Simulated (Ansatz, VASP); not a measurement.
# Ir in VASP and in Ansatz

INCAR

```
PREC = Accurate
ENCUT = 400
EDIFF = 1E-6
ISMEAR = 1
SIGMA = 0.1
LREAL = False
LASPH = True
NELM = 120
ALGO = Normal
ISIF = 2
LWAVE = False
LCHARG = True
LDIPOL = True
IDIPOL = 3
DIPOL = 0.5 0.5 0.652
GGA = PE
LELF = True
LVHAR = True
LVACPOTAV = True
NBANDS = 26
GGA_COMPAT = False
NELMDL = -8
```

KPOINTS

```
regular mesh
0
Gamma
  15 15 1
```

POSCAR

```
Ir
1.0
    2.7197522494      0.0000000000      0.0000000000
   -1.3598761247      2.3553745400      0.0000000000
    0.0000000000      0.0000000000     27.5536406448
Ir
4
Direct
    0.0000000000      1.0000000000      0.5299865848
    0.6666666667      0.3333333333      0.6119556917
    0.3333333333      0.6666666667      0.6926154690
    0.0000000000      1.0000000000      0.7723034423
```

Input for Ansatz:

```yaml
crystal:
  lattice:
    - [2.7197522494, 0.0, 0.0]
    - [-1.3598761247, 2.35537454, 0.0]
    - [0.0, 0.0, 27.5536406448]
  atoms:
    - { symbol: Ir, position: [0.0, 1.0, 0.5299865848] }
    - { symbol: Ir, position: [0.6666666667, 0.3333333333, 0.6119556917] }
    - { symbol: Ir, position: [0.3333333333, 0.6666666667, 0.692615469] }
    - { symbol: Ir, position: [0.0, 1.0, 0.7723034423] }
basis:
  ecutwfc: 420
kpoints:
  mp_grid: { grid: [15, 15, 1] }
hamiltonian:
  xc: pbe
  pseudopotentials: { kind: paw, azcp: { folder: soft_1 } }
scf:
  occupations: { method: methfessel_paxton, width: 0.1 }
  n_extra_bands: 8
  max_iter: 160
output:
  forces: true
  eigenvalues: true
  write_density: true
  write_potential: true
  elf: true
  volumetric_format: npy
efield:
  axis: 3
  dipole_correction: true
```

Alike in both runs: task single point; functional PBE; k mesh 15 × 15 × 1; occupations methfessel-paxton of order 1, width 0.1 eV; no spin polarisation.

```csv
,VASP,Ansatz
version,VASP 6.6.1,Ansatz 0.2.0
potentials or method,"VASP PAW PBE potentials, release 64 (Ir), cutoff 400 eV","scalar-relativistic, plane waves, PAW"
valence electrons in the cell,36,68
```

```csv
,VASP,Ansatz,Ansatz less VASP
gap on the k mesh at the Fermi level (eV),none,none,-
rms of the force components (eV/Å),0.199,0.205,+0.0054
```

Atom by atom the forces differ by 0.014 eV/Å (rms over components). A gap of «none» marks a metal or a gap that the smearing closes. VASP's potentials hold 36 valence electrons a cell and Ansatz's 68, so a difference there can come from the potentials and not from the codes. Ansatz's warnings: xc potential rough in thin density.

Neither program's run includes spin-orbit coupling.
